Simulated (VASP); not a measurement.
# Mo (Pm-3m) in VASP: notebook, part 2 of 2

VASP 6.6.1. The steps go on from the part before.

### Step 3. Single point, PBE (volume scaled by 0.85)

The input, INCAR:

```
SYSTEM = Mo
ALGO = Normal
EDIFF = 1E-6
ENCUT = 520
GGA = PE
ISIF = 2
ISMEAR = -1
LASPH = .TRUE.
LCHARG = .FALSE.
LREAL = .FALSE.
LWAVE = .FALSE.
NBANDS = 13
NELM = 80
PREC = Accurate
SIGMA = 0.08
```

The input, KPOINTS:

```
k-points
0
G
  16 16 16
  0 0 0
```

The input, POSCAR:

```
Mo
1.0
    2.4662854038      0.0000000000      0.0000000000
    0.0000000000      2.4662854038      0.0000000000
    0.0000000000      0.0000000000      2.4662854038
Mo
1
Direct
    0.0000000000      0.0000000000      0.0000000000
```

Potentials or basis: VASP PAW PBE potentials, release 64 (Mo_sv).

Launch:

```bash
> cat potpaw_PBE.64/Mo_sv/POTCAR > POTCAR
> mpirun -np 1 vasp_std > vasp.out
```

OUTCAR:

```text
SYSTEM = Mo
   EDIFF = 1E-6
   ENCUT = 520
   GGA = PE
   ISIF = 2
   ISMEAR = -1
   LASPH = .TRUE.
   LREAL = .FALSE.
   NELM = 80
   PREC = Accurate

 ion  position               nearest neighbor table
   1  0.000  0.000  0.000-

  LATTYP: Found a simple cubic cell.
 ALAT       =     2.4662854038

  Lattice vectors:

 A1 = (   2.4662854038,   0.0000000000,   0.0000000000)
 A2 = (   0.0000000000,   2.4662854038,   0.0000000000)
 A3 = (   0.0000000000,   0.0000000000,   2.4662854038)

Analysis of symmetry for initial positions (statically):
=====================================================================
 Subroutine PRICEL returns:
 Original cell was already a primitive cell.

 Routine SETGRP: Setting up the symmetry group for a
 simple cubic supercell.

 Subroutine GETGRP returns: Found 48 space group operations
 (whereof 48 operations were pure point group operations)
 out of a pool of 48 trial point group operations.

The static configuration has the point symmetry O_h .

Analysis of symmetry for dynamics (positions and initial velocities):
=====================================================================
 Subroutine PRICEL returns:
[... 159 lines left out ...]
 Fermi energy:        13.0751610890

 k-point     1 :       0.0000    0.0000    0.0000
  band No.  band energies     occupation
      1     -48.1089      2.00000
      2     -20.9329      2.00000
      3     -20.9329      2.00000
      4     -20.9329      2.00000
      5       6.1751      2.00000
      6       8.0568      2.00000
      7       8.0568      2.00000
      8      17.8893      0.00000
      9      17.8893      0.00000
     10      17.8893      0.00000
     11      30.0286      0.00000
     12      30.0286      0.00000
     13      30.0286      0.00000
[... 354 lines left out ...]
  band No.  band energies     occupation
      1     -47.7098      2.00000
      2     -23.1894      2.00000
      3     -21.0566      2.00000
      4     -20.6799      2.00000
      5       9.4161      2.00000
      6      10.3794      2.00000
      7      10.9812      2.00000
      8      13.9141      0.00006
      9      15.9562      0.00000
     10      17.6334      0.00000
     11      24.1610      0.00000
     12      28.6117      0.00000
     13      33.4344      0.00000

 [... further k-points ...]
[... 5 lines left out ...]
  --------------------------------------------------------------------------------------
  -------------------------------------------------------------------------------------
  Total        4.0664712      4.0664712      4.0664712     -0.0000000     -0.0000000      0.0000000
  in kB      434.3084555    434.3084555    434.3084555     -0.0000000     -0.0000000      0.0000000
  external PRESSURE =     434.3084555 kB  Pullay stress =       0.0000000 kB

 VOLUME and BASIS-vectors are now :
 -----------------------------------------------------------------------------
  energy-cutoff  :      520.00
  volume of cell :       15.00
      direct lattice vectors                 reciprocal lattice vectors
     2.466285404  0.000000000  0.000000000     0.405468077  0.000000000  0.000000000
     0.000000000  2.466285404  0.000000000     0.000000000  0.405468077  0.000000000
     0.000000000  0.000000000  2.466285404     0.000000000  0.000000000  0.405468077

 POSITION                                       TOTAL-FORCE (eV/Angst)
 -----------------------------------------------------------------------------------
      0.00000      0.00000      0.00000         0.000000      0.000000      0.000000
 -----------------------------------------------------------------------------------
    total drift:                                0.000000      0.000000      0.000000

  FREE ENERGIE OF THE ION-ELECTRON SYSTEM (eV)
  ---------------------------------------------------
  free  energy   TOTEN  =        -9.4755632398 eV

  energy  without entropy=       -9.4498455049  energy(sigma->0) =       -9.46270437
```

It took 16 s on 1 thread of Intel Xeon Platinum 8259CL at 2.50GHz (Skylake/Cascade Lake), shared host; peak memory 0.14 GiB.

Results:

- Free energy: -9.4756 eV
- Pressure: 43.4 GPa
- Band gap on the k mesh: zero (band 7 reaches 14.86 eV, above the bottom of band 8 at 11.98 eV)

Caveat: the cell differs from its parent crystal (volume scaled by 0.85).

### Step 4. Single point, PBE (volume scaled by 0.95)

The input, INCAR:

```
ALGO = Normal
EDIFF = 1E-7
ENCUT = 520
GGA = PE
ISIF = 2
ISMEAR = -1
LASPH = T
LCHARG = T
LELF = T
LREAL = F
LVHAR = T
LWAVE = F
NBANDS = 13
NELM = 80
PREC = Accurate
SIGMA = 0.08
```

The input, KPOINTS:

```
k-points
0
Gamma
  16 16 16
```

The input, POSCAR:

```
Mo
1.0
    2.5594396435      0.0000000000      0.0000000000
    0.0000000000      2.5594396435      0.0000000000
    0.0000000000      0.0000000000      2.5594396435
Mo
1
Direct
    0.0000000000      0.0000000000      0.0000000000
```

Launch:

```bash
> cat potpaw_PBE.64/Mo_sv/POTCAR > POTCAR
> mpirun -np 1 vasp_std > vasp.out
```

Run time: 20 s. Hardware: 1 thread of Intel Xeon Platinum 8259CL at 2.50GHz (Skylake/Cascade Lake), shared host; peak memory 0.15 GiB.

Results (log left out):

| Item | Value |
| --- | --- |
| Free energy | -9.7635 eV |
| Pressure | 11.4 GPa |
| Band gap on the k mesh | zero (band 7 reaches 12.93 eV, above the bottom of band 8 at 10.17 eV) |

Levels at points of the mesh, in eV from the Fermi level:
| k point | band 5 | band 6 | band 7 | band 8 | band 9 | band 10 |
| --- | --- | --- | --- | --- | --- | --- |
| (0.00, 0.00, 0.00) | -6.56 | -4.34 | -4.34 | 4.16 | 4.16 | 4.16 |
| (0.50, 0.00, 0.00) | -3.49 | -3.40 | 0.20 | 0.72 | 0.72 | 4.51 |
| (0.50, 0.50, 0.00) | -5.59 | -2.26 | 1.42 | 1.42 | 6.12 | 6.12 |
| (0.50, 0.50, 0.50) | -3.92 | -3.92 | -3.92 | 6.79 | 6.79 | 7.69 |

Caveat: the cell differs from its parent crystal (volume scaled by 0.95).

### Step 5. Single point, PBE

This run uses another cell than the first one, of 17.65 Å³/atom, 1.176 times its volume.

The input, INCAR:

```
SYSTEM = Mo
PREC = Accurate
ENCUT = 520
EDIFF = 1E-6
ISMEAR = -1
SIGMA = 0.08
LREAL = .FALSE.
LASPH = .TRUE.
NELM = 80
ALGO = Normal
ISIF = 2
LWAVE = .FALSE.
LCHARG = .FALSE.
GGA = PE
NBANDS = 13
```

The input, KPOINTS:

```
Automatic mesh
0
G
  16 16 16
  0 0 0
```

The input, POSCAR:

```
Mo
1.0
    2.6035765869      0.0000000000      0.0000000000
    0.0000000000      2.6035765869      0.0000000000
    0.0000000000      0.0000000000      2.6035765869
Mo
1
Direct
    0.0000000000      0.0000000000      0.0000000000
```

Potentials or basis: VASP PAW PBE potentials, release 64 (Mo_sv).

Launch:

```bash
> cat potpaw_PBE.64/Mo_sv/POTCAR > POTCAR
> mpirun -np 1 vasp_std > vasp.out
```

OUTCAR:

```text
SYSTEM = Mo
   PREC = Accurate
   ENCUT = 520
   EDIFF = 1E-6
   ISMEAR = -1
   LREAL = .FALSE.
   LASPH = .TRUE.
   NELM = 80
   ISIF = 2
   GGA = PE

 ion  position               nearest neighbor table
   1  0.000  0.000  0.000-

  LATTYP: Found a simple cubic cell.
 ALAT       =     2.6035765869

  Lattice vectors:

 A1 = (   2.6035765869,   0.0000000000,   0.0000000000)
 A2 = (   0.0000000000,   2.6035765869,   0.0000000000)
 A3 = (   0.0000000000,   0.0000000000,   2.6035765869)

[... 553 lines left out ...]
      5       7.4139      2.00000
      6       8.1207      2.00000
      7       8.8935      2.00000
      8      11.3505      0.00011
      9      12.9446      0.00000
     10      14.2447      0.00000
     11      19.6332      0.00000
     12      25.5828      0.00000
     13      29.2583      0.00000

 [... further k-points ...]
[... 5 lines left out ...]
  --------------------------------------------------------------------------------------
  -------------------------------------------------------------------------------------
  Total        0.0503503      0.0503503      0.0503503      0.0000000      0.0000000     -0.0000000
  in kB        4.5708999      4.5708999      4.5708999      0.0000000      0.0000000     -0.0000000
  external PRESSURE =       4.5708999 kB  Pullay stress =       0.0000000 kB

 VOLUME and BASIS-vectors are now :
 -----------------------------------------------------------------------------
  energy-cutoff  :      520.00
  volume of cell :       17.65
      direct lattice vectors                 reciprocal lattice vectors
     2.603576587  0.000000000  0.000000000     0.384087031  0.000000000  0.000000000
     0.000000000  2.603576587  0.000000000     0.000000000  0.384087031  0.000000000
     0.000000000  0.000000000  2.603576587     0.000000000  0.000000000  0.384087031

 POSITION                                       TOTAL-FORCE (eV/Angst)
 -----------------------------------------------------------------------------------
      0.00000      0.00000      0.00000         0.000000      0.000000      0.000000
 -----------------------------------------------------------------------------------
    total drift:                                0.000000      0.000000      0.000000

  FREE ENERGIE OF THE ION-ELECTRON SYSTEM (eV)
  ---------------------------------------------------
  free  energy   TOTEN  =        -9.7952591184 eV

  energy  without entropy=       -9.7711517853  energy(sigma->0) =       -9.78320545
```

It took 19 s on 1 thread of Intel Xeon Platinum 8259CL at 2.50GHz (Skylake/Cascade Lake), shared host; peak memory 0.15 GiB.

What came out:

* Free energy: -9.7953 eV
* Pressure: 0.5 GPa
* Band gap on the k mesh: zero (band 7 reaches 12.09 eV, above the bottom of band 8 at 9.55 eV)

Levels at points of the mesh, in eV from the Fermi level:
| k point | band 5 | band 6 | band 7 | band 8 | band 9 | band 10 |
| --- | --- | --- | --- | --- | --- | --- |
| (0.00, 0.00, 0.00) | -6.40 | -4.07 | -4.07 | 3.87 | 3.87 | 3.87 |
| (0.50, 0.00, 0.00) | -3.40 | -3.19 | 0.15 | 0.70 | 0.70 | 4.19 |
| (0.50, 0.50, 0.00) | -5.20 | -2.18 | 1.34 | 1.34 | 5.81 | 5.81 |
| (0.50, 0.50, 0.50) | -3.63 | -3.63 | -3.63 | 6.30 | 6.30 | 7.80 |

### Step 6. Summary

| cell | gap on the mesh (eV) | pressure (GPa) |
| --- | --- | --- |
| a = 2.466 Å, 1 atom | none | 43.4 |
| a = 2.559 Å, 1 atom | none | 11.4 |
| a = 2.604 Å, 1 atom | none | 0.5 |

Alike in all rows: task single point; level PBE; potentials or basis VASP PAW PBE potentials, release 64 (Mo_sv); no spin polarisation; k mesh 16 × 16 × 16; cutoff (eV) 520; smearing fermi-dirac 0.08 eV.

Total energies depend on the potentials used, so only differences within one code and one set of settings carry meaning.
